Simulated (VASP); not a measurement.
Set up this calculation in VASP 6.6.1, as the native input.

| Property | Result |
| --- | --- |
| Task | single point |
| Functional | PBEsol |
| Potentials or basis | VASP PAW PBE potentials, release 64 (Sn_d, Se) |
| Cutoff | 520 eV |
| k mesh | 6 × 6 × 6 |
| Occupations | fermi-dirac, width 0.05 eV |
| Spin | no spin polarisation |
| Dipole correction | no |
| Further INCAR settings | ALGO = Normal; EDIFF = 1e-06; NBANDS = 32 |

The structure of Sn3Se lies in POSCAR:

```
Sn3Se
1.0
    4.6450787976      0.0000000000      0.0000000000
    0.0000000000      4.6450787976      0.0000000000
    0.0000000000      0.0000000000      4.6450787976
Sn Se
3 1
Direct
    0.5000000000      0.5000000000      0.0000000000
    0.5000000000      0.0000000000      0.5000000000
    0.0000000000      0.5000000000      0.5000000000
    0.0000000000      0.0000000000      0.0000000000
```

These files were run (other wordings do the same):

INCAR

```
SYSTEM = Sn3Se
PREC = Accurate
ENCUT = 520
EDIFF = 1E-6
ISMEAR = -1
SIGMA = 0.05
LREAL = .FALSE.
LASPH = .TRUE.
NELM = 60
ALGO = Normal
ISIF = 2
LWAVE = .FALSE.
LCHARG = .FALSE.
GGA = PS
NBANDS = 32
```

KPOINTS

```
Automatic mesh
0
G
  6 6 6
  0 0 0
```

Potentials or basis: VASP PAW PBE potentials, release 64 (Sn_d, Se).

Run with:

```sh
$ cat potpaw_PBE.64/Sn_d/POTCAR potpaw_PBE.64/Se/POTCAR > POTCAR
$ mpirun -np 1 vasp_std > vasp.out
```

Results of the run:

- Pressure: 0.4 GPa
- Band gap on the k mesh: zero (bands 24 and 25 overlap by 2.51 eV)

Caveat: the PAW data sets were made with another functional, which shifts forces and pressure a little; spin-orbit coupling is left out, which moves the levels of the heavy elements.

Run time: 80 s on 1 thread of Intel Xeon 8259CL, with other jobs on the host, peak memory 0.23 GiB.
